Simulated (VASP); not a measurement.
# Si2Ge (P-3m1) in VASP: notebook, part 3 of 3

VASP 6.6.1.

## Step 5: Single point, PBE

This run uses another cell than the first one, of 16.76 Å³/atom, 1.012 times its volume.

The input, INCAR:

```
ALGO = Normal
EDIFF = 1E-7
ENCUT = 520
GGA = PE
ISIF = 2
ISMEAR = 0
LASPH = T
LCHARG = F
LREAL = F
LWAVE = F
NBANDS = 18
NELM = 100
PREC = Accurate
SIGMA = 0.1
```

The input, KPOINTS:

```
k-points
0
Gamma
  18 18 8
```

The input, POSCAR:

```
Si2Ge
1.0
    2.9778799925      0.0000000000      0.0000000000
   -1.4889399963      2.5789197230      0.0000000000
    0.0000000000      0.0000000000      6.5470408770
Si Ge
2 1
Direct
    0.3333333333      0.6666666667      0.6439233364
    0.6666666667      0.3333333333      0.3560766636
    0.0000000000      0.0000000000      0.0000000000
```

Potentials or basis: VASP PAW PBE potentials, release 64 (Si, Ge_d).

Run with:

```sh
$ cat potpaw_PBE.64/Si/POTCAR potpaw_PBE.64/Ge_d/POTCAR > POTCAR
$ mpirun -np 1 vasp_std > vasp.out
```

OUTCAR:

```text
EDIFF = 1E-7
   ENCUT = 520
   GGA = PE
   ISIF = 2
   ISMEAR = 0
   LASPH = T
   LREAL = F
   NELM = 100
   PREC = Accurate

 ion  position               nearest neighbor table
   1  0.333  0.667  0.644-   2 2.55   2 2.55   2 2.55   3 2.90   3 2.90   3 2.90
   2  0.667  0.333  0.356-   1 2.55   1 2.55   1 2.55   3 2.90   3 2.90   3 2.90
   3  0.000  0.000  0.000-   1 2.90   2 2.90   2 2.90   1 2.90   2 2.90   1 2.90

  LATTYP: Found a hexagonal cell.
 ALAT       =     2.9778799925
 C/A-ratio  =     2.1985576630

  Lattice vectors:

 A1 = (   2.9778799925,   0.0000000000,   0.0000000000)
 A2 = (  -1.4889399963,   2.5789197230,   0.0000000000)
 A3 = (   0.0000000000,   0.0000000000,   6.5470408770)

Analysis of symmetry for initial positions (statically):
=====================================================================
 Subroutine PRICEL returns:
 Original cell was already a primitive cell.

 Routine SETGRP: Setting up the symmetry group for a
 hexagonal supercell.

 Subroutine GETGRP returns: Found 12 space group operations
 (whereof 12 operations were pure point group operations)
 out of a pool of 24 trial point group operations.

The static configuration has the point symmetry D_3d.

Analysis of symmetry for dynamics (positions and initial velocities):
=====================================================================
 Subroutine PRICEL returns:
 Original cell was already a primitive cell.

 Routine SETGRP: Setting up the symmetry group for a
 hexagonal supercell.

 Subroutine GETGRP returns: Found 12 space group operations
 (whereof 12 operations were pure point group operations)
 out of a pool of 24 trial point group operations.

The dynamic configuration has the point symmetry D_3d.

 Subroutine INISYM returns: Found 12 space group operations
[... 109 lines left out ...]
   PSTRESS=    0.0 pullay stress
   NELECT =      22.0000    total number of electrons
   NUPDOWN=      -1.0000    fix difference up-down
   EMIN   =  10.00;   EMAX   =-10.00  energy-range for DOS
   EFERMI =   0.00;   METHOD = LEGACY
   ISMEAR =     0;   SIGMA  =   0.10  broadening in eV -4-tet -1-fermi 0-gaus
   EFERMI_NEDOS =   21; number of points for ismear=-14 and -15
   IALGO  =     38    algorithm
   IMIX   =      4    mixing-type and parameters
     AMIX     =   0.40;   BMIX     =  1.00
     AMIX_MAG =   1.60;   BMIX_MAG =  1.00
  volume/ion in A,a.u.               =      16.76       113.10
  Fermi-wavevector in a.u.,A,eV,Ry     =   1.242851  2.348648 21.016625  1.544678
  Thomas-Fermi vector in A             =   2.377187
   LORBIT       =      0    0 simple, 1 ext, 2 COOP (PROOUT), +10 PAW based schemes
   GGA     = PE    functional components
   LHFCALC =     F    Hartree Fock is set to
   AEXX    =    0.0000 exact exchange contribution
   IVDW    =     0    specifies the selected vdW correction
   LEPSILON=     F    determine dielectric tensor
   LRPA    =     F    only Hartree local field effects (RPA)
 non-spin polarized calculation
 Gauss-broadening in eV      SIGMA  =   0.10
  energy-cutoff  :      520.00
  volume of cell :       50.28
 maximum number of plane-waves:      1405
 NGX is ok and might be reduce to    24
   NGX = 11   NGY = 11   NGZ = 25

 number of electron      22.0000006 magnetization

 Free energy of the ion-electron system (eV)
  ---------------------------------------------------
  ext. energy  EPLUGINS =         0.00000000
  ---------------------------------------------------
  free energy    TOTEN  =       -13.80940423 eV

  energy without entropy =      -13.80323424  energy(sigma->0) =      -13.80631923

 E-fermi :   8.2038     XC(G=0): -11.0124

 val. band max:        8.1993552243   @ k =   0.2222   0.1111   0.2500
 cond. band min:       8.2048389032   @ k =  -0.2222   0.5000   0.1250
 fundamental gap:      0.0054836789
 Fermi energy:         8.2038376276

 k-point     1 :       0.0000    0.0000    0.0000
  band No.  band energies     occupation
      1     -16.5797      2.00000
      2     -16.5739      2.00000
      3     -16.5739      2.00000
      4     -16.5164      2.00000
      5     -16.5163      2.00000
      6      -5.3555      2.00000
[... 481 lines left out ...]
      5     -16.4913      2.00000
      6      -0.9212      2.00000
[... 10 lines left out ...]
     17      14.3642      0.00000
     18      14.9796      0.00000

 [... further k-points ...]
[... 5 lines left out ...]
  --------------------------------------------------------------------------------------
  -------------------------------------------------------------------------------------
  Total        0.0027645      0.0027645     -0.0089052     -0.0000000      0.0000000      0.0000000
  in kB        0.0880937      0.0880937     -0.2837676     -0.0000000      0.0000000      0.0000000
  external PRESSURE =      -0.0358601 kB  Pullay stress =       0.0000000 kB

 VOLUME and BASIS-vectors are now :
 -----------------------------------------------------------------------------
  energy-cutoff  :      520.00
  volume of cell :       50.28
      direct lattice vectors                 reciprocal lattice vectors
     2.977879993  0.000000000  0.000000000     0.335809369  0.193879629  0.000000000
    -1.488939996  2.578919723  0.000000000     0.000000000  0.387759259  0.000000000
     0.000000000  0.000000000  6.547040877     0.000000000  0.000000000  0.152740760

 POSITION                                       TOTAL-FORCE (eV/Angst)
 -----------------------------------------------------------------------------------
     -0.00000      1.71928      4.21579        -0.000000     -0.000000     -0.008336
      1.48894      0.85964      2.33125         0.000000      0.000000      0.008336
      0.00000      0.00000      0.00000         0.000000     -0.000000     -0.000000
 -----------------------------------------------------------------------------------
    total drift:                                0.000000      0.000000     -0.000000

  FREE ENERGIE OF THE ION-ELECTRON SYSTEM (eV)
  ---------------------------------------------------
  free  energy   TOTEN  =       -13.8094042272 eV

  energy  without entropy=      -13.8032342371  energy(sigma->0) =      -13.80631923
```

OSZICAR:

```text
N       E                     dE             d eps       ncg     rms          rms(c)
DAV:   1     0.114478892355E+03    0.11448E+03   -0.10710E+04 10806   0.236E+03
DAV:   2    -0.252627283948E+00   -0.11473E+03   -0.11080E+03 10308   0.479E+02
DAV:   3    -0.136143529972E+02   -0.13362E+02   -0.13140E+02 11884   0.945E+01
DAV:   4    -0.139368921247E+02   -0.32254E+00   -0.32196E+00 11746   0.141E+01
DAV:   5    -0.139422125512E+02   -0.53204E-02   -0.53196E-02 12038   0.213E+00    0.367E+00
DAV:   6    -0.138276714175E+02    0.11454E+00   -0.51791E-01 12364   0.426E+00    0.205E+00
DAV:   7    -0.138139708301E+02    0.13701E-01   -0.37726E-02 10782   0.906E-01    0.978E-01
DAV:   8    -0.138094842926E+02    0.44865E-02   -0.81219E-03 10610   0.434E-01    0.127E-01
DAV:   9    -0.138094156498E+02    0.68643E-04   -0.56965E-04 11998   0.129E-01    0.766E-02
DAV:  10    -0.138094070879E+02    0.85619E-05   -0.74808E-05 10918   0.633E-02    0.206E-02
DAV:  11    -0.138094036615E+02    0.34264E-05   -0.18959E-05 10476   0.270E-02    0.123E-02
DAV:  12    -0.138094045096E+02   -0.84816E-06   -0.10190E-06 12342   0.644E-03    0.191E-03
DAV:  13    -0.138094042999E+02    0.20976E-06   -0.78085E-08  6012   0.402E-03    0.845E-04
DAV:  14    -0.138094042272E+02    0.72639E-07   -0.84283E-09  5614   0.877E-04
   1 F= -.13809404E+02 E0= -.13806319E+02  d E =-.616999E-02
```

Wall time 3 min (1 thread of AMD EPYC 7R43 (Zen 3), shared host); peak memory 0.31 GiB.

Results:

- Free energy: -13.8094 eV
- Pressure: 0.0 GPa
- Largest force: 0.008 eV/Å
- Band gap on the k mesh: zero (band 11 reaches 13.68 eV, above the bottom of band 12 at 5.63 eV)

Forces in eV/Å, atoms in the order of the input:
```
Si   0.000  0.000 -0.008
Si   0.000  0.000  0.008
Ge   0.000  0.000  0.000
```

## Step 6: Relaxation of cell and atoms, PBE

This run uses another cell than the first one, of 17.06 Å³/atom, 1.030 times its volume.

The input, INCAR:

```
  PREC = Accurate
  ENCUT = 600
  EDIFF = 1E-7
  ISMEAR = 0
  SIGMA = 0.1
  LREAL = F
  LASPH = T
  NELM = 80
  ALGO = Normal
  ISIF = 3
  LWAVE = F
  LCHARG = F
  GGA = PE
  IBRION = 2
  NSW = 100
  EDIFFG = -0.01
```

The input, KPOINTS:

```
regular mesh
0
Gamma
  18 18 8
```

The input, POSCAR:

```
Si2Ge
1.0
    2.9724979684      0.0000000000      0.0000000000
   -1.4862489842      2.5742587534      0.0000000000
    0.0000000000      0.0000000000      6.6878095320
Si Ge
2 1
Direct
    0.3333333333      0.6666666667      0.6350763038
    0.6666666667      0.3333333333      0.3649236962
    0.0000000000      0.0000000000      0.0000000000
```

Potentials or basis: VASP PAW PBE potentials, release 64 (Si, Ge_d).

Run with:

```sh
$ cat potpaw_PBE.64/Si/POTCAR potpaw_PBE.64/Ge_d/POTCAR > POTCAR
$ mpirun -np 1 vasp_std > vasp.out
```

It took 14 min on 1 thread of AMD EPYC 7R43 (Zen 3), shared host; peak memory 0.33 GiB.

Results (log left out):

```yaml
Free_energy: -13.8097 eV
Relaxed_volume: 16.75 Å³/atom
Relaxed_cell: a = 2.978 Å, b = 2.978 Å, c = 6.545 Å, α = 90.00°, β = 90.00°, γ = 120.00°
Space_group_after_relaxing_to_0.05_Å: P-3m1 (No. 164)
Energy_gained_by_relaxing: 8.4 meV/atom
Ionic_steps: 8
Pressure_after_relaxing: 0.0 GPa
Largest_force_after_relaxing: 0.006 eV/Å
Band_gap_on_the_k_mesh: zero (band 11 reaches 13.68 eV, above the bottom of band 12 at 5.63 eV)
```

Forces on the atoms (eV/Å):
```
Si   0.000  0.000 -0.006
Si   0.000  0.000  0.006
Ge   0.000  0.000  0.000
```

Step by step:
```csv
step,energy change (eV),largest force (eV/Å),pressure (GPa),volume (Å³)
1,0.0000,0.4717,0.19,51.17
2,-0.0148,0.1965,-0.68,51.32
3,-0.0179,0.0238,-1.25,51.43
4,-0.0239,0.0067,-0.03,50.36
5,-0.0240,0.0034,0.18,50.19
6,-0.0249,0.0031,0.14,50.21
7,-0.0253,0.0059,0.07,50.24
8,-0.0253,0.0062,0.04,50.26
```

Final structure:
```xyz
3
Lattice="2.9776 0.0000 0.0000 -1.4888 2.5787 0.0000 0.0000 0.0000 6.5454" Properties=species:S:1:pos:R:3 pbc="T T T"
Si    0.0000    1.7191    4.2147
Si    1.4888    0.8596    2.3307
Ge   -1.4888    2.5787    6.5454
```

Levels at points of the mesh, in eV from the Fermi level:
```csv
k point,band 8,band 9,band 10,band 11,band 12,band 13,band 14,band 15
"(0.00, 0.00, 0.00)",-9.33,-0.32,0.36,5.48,5.48,6.50,6.50,8.87
"(0.50, 0.00, 0.00)",-5.52,-4.74,-3.88,-3.84,1.45,3.90,4.15,4.64
"(0.00, 0.00, 0.50)",-5.98,-5.49,5.47,5.47,6.34,7.28,7.28,7.41
"(0.50, 0.00, 0.50)",-7.21,-6.05,-0.97,-0.63,-0.31,0.30,1.78,3.08
```

## Step 7: Summary

```csv
task,cell,k mesh,cutoff (eV),gap on the mesh (eV),pressure (GPa),relaxed volume (Å³/atom),largest force (eV/Å)
single point,"a = 2.861, b = 2.861, c = 7.008 Å, angles 90.0, 90.0, 120.0°, 3 atoms",6 × 6 × 4,520,none,-0.5,-,0.54
single point,"a = 2.972, b = 2.972, c = 6.688 Å, angles 90.0, 90.0, 120.0°, 3 atoms",6 × 6 × 4,520,none,-0.1,-,-
relaxation of cell and atoms,"relaxed from a = 2.861, b = 2.861, c = 7.008 Å, angles 90.0, 90.0, 120.0°, 3 atoms",6 × 6 × 4,600,none,0.2,17.00,-
single point,"a = 2.978, b = 2.978, c = 6.547 Å, angles 90.0, 90.0, 120.0°, 3 atoms",18 × 18 × 8,520,none,0.0,-,0.01
relaxation of cell and atoms,"relaxed from a = 2.972, b = 2.972, c = 6.688 Å, angles 90.0, 90.0, 120.0°, 3 atoms",18 × 18 × 8,600,none,0.0,16.75,0.01
```

Alike in all rows: level PBE; potentials or basis VASP PAW PBE potentials, release 64 (Si, Ge_d); no spin polarisation; smearing gaussian 0.1 eV.

Caveats: some runs use coarse meshes.

Total energies depend on the potentials used, so only differences within one code and one set of settings carry meaning.
